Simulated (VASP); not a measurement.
# BeCd2S3 (P4/mmm) in VASP: a series of runs, part 2 of 2

VASP 6.6.1. Earlier steps stand in the parts before.

### 3 Single point, PBE

This run uses another cell than the first one, of 22.59 Å³/atom.

Contents of INCAR:

```
PREC = Accurate
ENCUT = 520
EDIFF = 1E-6
ISMEAR = 0
SIGMA = 0.1
LREAL = False
LASPH = True
NELM = 100
ALGO = Normal
ISIF = 2
LWAVE = False
LCHARG = False
GGA = PE
NBANDS = 31
```

Contents of KPOINTS:

```
regular mesh
0
Gamma
  4 4 2
```

Contents of POSCAR:

```
BeCd2S3
1.0
    3.7519715797      0.0000000000      0.0000000000
    0.0000000000      3.7519715797      0.0000000000
    0.0000000000      0.0000000000      9.6287766536
Be Cd S
1 2 3
Direct
    0.5000000000      0.5000000000      0.5000000000
    0.0000000000      0.0000000000      0.0000000000
    0.5000000000      0.5000000000      0.0000000000
    0.0000000000      0.0000000000      0.2605806348
    0.0000000000      0.0000000000      0.7394193652
    0.0000000000      0.0000000000      0.5000000000
```

Potentials or basis: VASP PAW PBE potentials, release 64 (Be, Cd, S).

On the command line:

```sh
cat potpaw_PBE.64/Be/POTCAR potpaw_PBE.64/Cd/POTCAR potpaw_PBE.64/S/POTCAR > POTCAR
mpirun -np 1 vasp_std > vasp.out
```

OUTCAR:

```text
PREC = Accurate
   ENCUT = 520
   EDIFF = 1E-6
   ISMEAR = 0
   LREAL = False
   LASPH = True
   NELM = 100
   ISIF = 2
   GGA = PE

 ion  position               nearest neighbor table
   1  0.500  0.500  0.500-
   2  0.000  0.000  0.000-   4 2.51   5 2.51   3 2.65   3 2.65   3 2.65   3 2.65
   3  0.500  0.500  0.000-   2 2.65   2 2.65   2 2.65   2 2.65
   4  0.000  0.000  0.261-   6 2.31   2 2.51
   5  0.000  0.000  0.739-   6 2.31   2 2.51
   6  0.000  0.000  0.500-   4 2.31   5 2.31

  LATTYP: Found a simple tetragonal cell.
 ALAT       =     3.7519715797
 C/A-ratio  =     2.5663245174

  Lattice vectors:

 A1 = (   3.7519715797,   0.0000000000,   0.0000000000)
 A2 = (   0.0000000000,   3.7519715797,   0.0000000000)
 A3 = (   0.0000000000,   0.0000000000,   9.6287766536)

Analysis of symmetry for initial positions (statically):
=====================================================================
 Subroutine PRICEL returns:
 Original cell was already a primitive cell.

 Routine SETGRP: Setting up the symmetry group for a
[... 165 lines left out ...]

 val. band max:        2.6389747816   @ k =   0.5000   0.5000   0.5000
 cond. band min:       2.6830522838   @ k =   0.2500   0.2500   0.0000
 fundamental gap:      0.0440775022
 Fermi energy:         2.6800303004

 k-point     1 :       0.0000    0.0000    0.0000
  band No.  band energies     occupation
      1     -12.2425      2.00000
      2      -9.8520      2.00000
      3      -8.8747      2.00000
      4      -8.1220      2.00000
      5      -7.8007      2.00000
      6      -7.5256      2.00000
[... 397 lines left out ...]
     30       9.5324      0.00000
     31       9.5324      0.00000

------------------------ aborting loop because EDIFF is reached ----------------------------------------

  FORCE on cell =-STRESS in cart. coord.  units (eV):
  Direction    XX          YY          ZZ          XY          YZ          ZX
  --------------------------------------------------------------------------------------
  -------------------------------------------------------------------------------------
  Total        0.2333811      0.2333811      0.3587111      0.0000000      0.0000000     -0.0000000
  in kB        2.7585834      2.7585834      4.2399938      0.0000000      0.0000000     -0.0000000
  external PRESSURE =       3.2523869 kB  Pullay stress =       0.0000000 kB

 VOLUME and BASIS-vectors are now :
 -----------------------------------------------------------------------------
  energy-cutoff  :      520.00
  volume of cell :      135.55
      direct lattice vectors                 reciprocal lattice vectors
     3.751971580  0.000000000  0.000000000     0.266526539  0.000000000  0.000000000
     0.000000000  3.751971580  0.000000000     0.000000000  0.266526539  0.000000000
     0.000000000  0.000000000  9.628776654     0.000000000  0.000000000  0.103855353

 POSITION                                       TOTAL-FORCE (eV/Angst)
 -----------------------------------------------------------------------------------
      1.87599      1.87599      4.81439         0.000000     -0.000000     -0.000000
      0.00000      0.00000      0.00000         0.000000     -0.000000     -0.000000
      1.87599      1.87599      0.00000         0.000000     -0.000000     -0.000000
      0.00000      0.00000      2.50907         0.000000      0.000000      0.069171
      0.00000      0.00000      7.11970        -0.000000      0.000000     -0.069171
      0.00000      0.00000      4.81439         0.000000     -0.000000     -0.000000
 -----------------------------------------------------------------------------------
    total drift:                                0.000000      0.000000     -0.000000

  FREE ENERGIE OF THE ION-ELECTRON SYSTEM (eV)
  ---------------------------------------------------
  free  energy   TOTEN  =       -13.7774314547 eV

  energy  without entropy=      -13.7430840843  energy(sigma->0) =      -13.76025777
```

OSZICAR:

```text
N       E                     dE             d eps       ncg     rms          rms(c)
DAV:   1     0.286195168891E+03    0.28620E+03   -0.20644E+04   752   0.127E+03
DAV:   2     0.387675100787E+01   -0.28232E+03   -0.26952E+03   843   0.304E+02
DAV:   3    -0.156566970897E+02   -0.19533E+02   -0.19151E+02   914   0.780E+01
DAV:   4    -0.159592698651E+02   -0.30257E+00   -0.30224E+00   842   0.944E+00
DAV:   5    -0.159655469171E+02   -0.62771E-02   -0.62764E-02   944   0.132E+00    0.133E+01
DAV:   6    -0.137988288348E+02    0.21667E+01   -0.52141E+00   900   0.157E+01    0.103E+01
DAV:   7    -0.138192056419E+02   -0.20377E-01   -0.74243E-01   829   0.467E+00    0.505E+00
DAV:   8    -0.138725481058E+02   -0.53342E-01   -0.38402E-01   821   0.233E+00    0.306E+00
DAV:   9    -0.138025491813E+02    0.69999E-01   -0.73724E-02   815   0.138E+00    0.854E-01
DAV:  10    -0.137767489422E+02    0.25800E-01   -0.40316E-02   916   0.852E-01    0.223E-01
DAV:  11    -0.137778066222E+02   -0.10577E-02   -0.66008E-03   835   0.351E-01    0.270E-01
DAV:  12    -0.137776096239E+02    0.19700E-03   -0.17384E-03   836   0.157E-01    0.135E-01
DAV:  13    -0.137774631669E+02    0.14646E-03   -0.27241E-04   843   0.107E-01    0.569E-02
DAV:  14    -0.137774408665E+02    0.22300E-04   -0.16252E-04   911   0.637E-02    0.319E-02
DAV:  15    -0.137774403630E+02    0.50344E-06   -0.55936E-05   856   0.279E-02    0.321E-02
DAV:  16    -0.137774309179E+02    0.94451E-05   -0.83122E-06   869   0.117E-02    0.126E-02
DAV:  17    -0.137774314547E+02   -0.53675E-06   -0.24559E-06   859   0.690E-03
   1 F= -.13777431E+02 E0= -.13760258E+02  d E =-.343474E-01
```

stdout:

```text
POSCAR found type information on POSCAR BeCdS
 POSCAR found :  3 types and       6 ions
 scaLAPACK will be used
 LDA part: xc-table for (Slater+PW92), standard interpolation
 POSCAR, INCAR and KPOINTS ok, starting setup
 FFT: planning ... GRIDC
 FFT: planning ... GRID_SOFT
 FFT: planning ... GRID
 WAVECAR not read
 entering main loop
```

Run time: 53 s. Hardware: 1 thread of Intel Xeon Platinum 8488C (Sapphire Rapids), shared host; peak memory 0.23 GiB.

Results:

```yaml
Free_energy: -13.7774 eV
Pressure: 0.3 GPa
Largest_force: 0.069 eV/Å
Band_gap_on_the_k_mesh: zero (bands 22 and 23 overlap by 0.78 eV)
```

Forces in eV/Å, atoms in the order of the input:
```
Be   0.000  0.000  0.000
Cd   0.000  0.000  0.000
Cd   0.000  0.000  0.000
S    0.000  0.000  0.069
S    0.000  0.000 -0.069
S    0.000  0.000  0.000
```

Caveat: the k points lie up to 0.42 Å⁻¹ apart, too coarse for converged energies and pressures of a metal; semilocal functionals underestimate gaps, so a narrow gap can read as zero.

### 4 Relaxation of cell and atoms, PBE

Contents of INCAR:

```
  PREC = Accurate
  ENCUT = 600
  EDIFF = 1E-6
  ISMEAR = 0
  SIGMA = 0.1
  LREAL = F
  LASPH = T
  NELM = 100
  ALGO = Normal
  ISIF = 3
  LWAVE = F
  LCHARG = F
  GGA = PE
  IBRION = 2
  NSW = 90
  EDIFFG = -0.04
```

KPOINTS is that of step 3.

Contents of POSCAR:

```
BeCd2S3
1.0
    3.9131675900      0.0000000000      0.0000000000
    0.0000000000      3.9131675900      0.0000000000
    0.0000000000      0.0000000000      8.5067460000
Be Cd S
1 2 3
Direct
    0.5000000000      0.5000000000      0.5000000000
    0.0000000000      0.0000000000      0.0000000000
    0.5000000000      0.5000000000      0.0000000000
    0.0000000000      0.0000000000      0.3216085700
    0.0000000000      0.0000000000      0.6783914300
    0.0000000000      0.0000000000      0.5000000000
```

On the command line:

```sh
cat potpaw_PBE.64/Be/POTCAR potpaw_PBE.64/Cd/POTCAR potpaw_PBE.64/S/POTCAR > POTCAR
mpirun -np 1 vasp_std > vasp.out
```

It took 10 min on 1 thread of Intel Xeon Platinum 8488C (Sapphire Rapids), shared host; peak memory 0.29 GiB.

Results (log left out):

- Free energy: -13.7776 eV
- Relaxed volume: 22.73 Å³/atom
- Relaxed cell: a = 3.756 Å, b = 3.756 Å, c = 9.669 Å, α = 90.00°, β = 90.00°, γ = 90.00°
- Space group after relaxing (to 0.1 Å): P4/mmm (No. 123)
- Energy gained by relaxing: 2106.2 meV/atom
- Ionic steps: 19
- Pressure after relaxing: -0.1 GPa
- Largest force after relaxing: 0.018 eV/Å
- Band gap on the k mesh: zero (bands 22 and 23 overlap by 0.78 eV)

Forces on the atoms (eV/Å):
```
Be   0.000  0.000  0.000
Cd   0.000  0.000  0.000
Cd   0.000  0.000  0.000
S    0.000  0.000  0.018
S    0.000  0.000 -0.018
S    0.000  0.000  0.000
```

Stress tensor (GPa, compression positive):
```
-0.04  0.00  0.00
 0.00 -0.04  0.00
 0.00  0.00 -0.15
```

The path:
| step | energy change (eV) | largest force (eV/Å) | pressure (GPa) | volume (Å³) |
| --- | --- | --- | --- | --- |
| 1 | 0.0000 | 30.6113 | 41.05 | 130.26 |
| 2 | -10.8099 | 0.6748 | -4.33 | 236.97 |
| 3 | -11.0244 | 0.4329 | -4.13 | 232.06 |
| 4 | -11.1529 | 0.2582 | -4.00 | 228.33 |
| 5 | -11.4519 | 0.2883 | -3.74 | 211.97 |
| 6 | -11.6983 | 0.0439 | -3.35 | 170.84 |
| 7 | -12.2679 | 1.1687 | -1.72 | 150.49 |
| 8 | -12.3070 | 0.6326 | 1.85 | 140.36 |
| 9 | -12.3683 | 1.1971 | -0.67 | 146.26 |
| 10 | -12.3856 | 1.0655 | 0.13 | 144.01 |
| 11 | -12.3851 | 1.1091 | -0.09 | 144.60 |
| 12 | -12.5242 | 0.4966 | -1.69 | 144.50 |
| 13 | -12.5291 | 0.4648 | -2.00 | 144.44 |
| 14 | -12.6039 | 0.4154 | -0.75 | 139.04 |
| 15 | -12.6237 | 0.2976 | 0.52 | 135.15 |
| 16 | -12.6237 | 0.2894 | 0.59 | 134.93 |
| 17 | -12.6339 | 0.1171 | 0.39 | 135.30 |
| 18 | -12.6365 | 0.0171 | 0.25 | 135.61 |
| 19 | -12.6371 | 0.0178 | -0.08 | 136.40 |

Final structure:
```
Be Cd S
1.0
     3.75598    0.00000    0.00000
     0.00000    3.75598    0.00000
     0.00000    0.00000    9.66907
Be Cd S
1 2 3
Cartesian
  1.8780 1.8780 4.8345
  0.0000 0.0000 0.0000
  1.8780 1.8780 0.0000
  0.0000 0.0000 2.5291
  0.0000 0.0000 7.1399
  0.0000 0.0000 4.8345
```

Levels at points of the mesh, in eV from the Fermi level:
```tsv
k point	band 19	band 20	band 21	band 22	band 23	band 24	band 25	band 26
(0.00, 0.00, 0.00)	-0.66	-0.66	-0.24	-0.24	0.10	0.84	2.42	3.81
(0.50, 0.00, 0.00)	-2.86	-0.91	-0.43	0.18	0.89	2.11	2.15	2.46
(0.50, 0.50, 0.00)	-2.17	-2.17	-2.16	-1.35	0.04	0.10	0.10	2.41
(0.00, 0.00, 0.50)	-0.93	-0.89	-0.89	0.07	0.07	2.35	3.03	3.41
(0.50, 0.00, 0.50)	-1.99	-1.95	-1.90	-0.55	0.32	1.97	2.70	3.01
(0.50, 0.50, 0.50)	-1.70	-1.34	-1.32	-1.32	-0.42	-0.42	-0.04	0.41
```

Caveat: the k points lie up to 0.42 Å⁻¹ apart in the final cell, too coarse for converged energies and pressures of a metal; semilocal functionals underestimate gaps, so a narrow gap can read as zero.

### 5 The runs side by side

| task | cell | cutoff (eV) | gap on the mesh (eV) | pressure (GPa) | largest force (eV/Å) |
| --- | --- | --- | --- | --- | --- |
| single point | a = 3.913, b = 3.913, c = 8.507 Å, 6 atoms, atomic positions A | 520 | none | 41.1 | 30.61 |
| single point | a = 3.752, b = 3.752, c = 9.629 Å, 6 atoms, atomic positions B | 520 | none | 0.3 | 0.07 |
| relaxation of cell and atoms | relaxed from a = 3.913, b = 3.913, c = 8.507 Å, 6 atoms, atomic positions A | 600 | none | -0.1 | 0.02 |

Alike in all rows: level PBE; potentials or basis VASP PAW PBE potentials, release 64 (Be, Cd, S); no spin polarisation; k mesh 4 × 4 × 2; smearing gaussian 0.1 eV.

Caveats: all runs use coarse meshes; semilocal functionals underestimate gaps, so a narrow gap can read as zero (at least some runs); forces of over 1 eV/Å act on the atoms, so gaps and moduli don't describe the material at rest (at least some runs).

Total energies depend on the potentials used, so only differences within one code and one set of settings carry meaning.
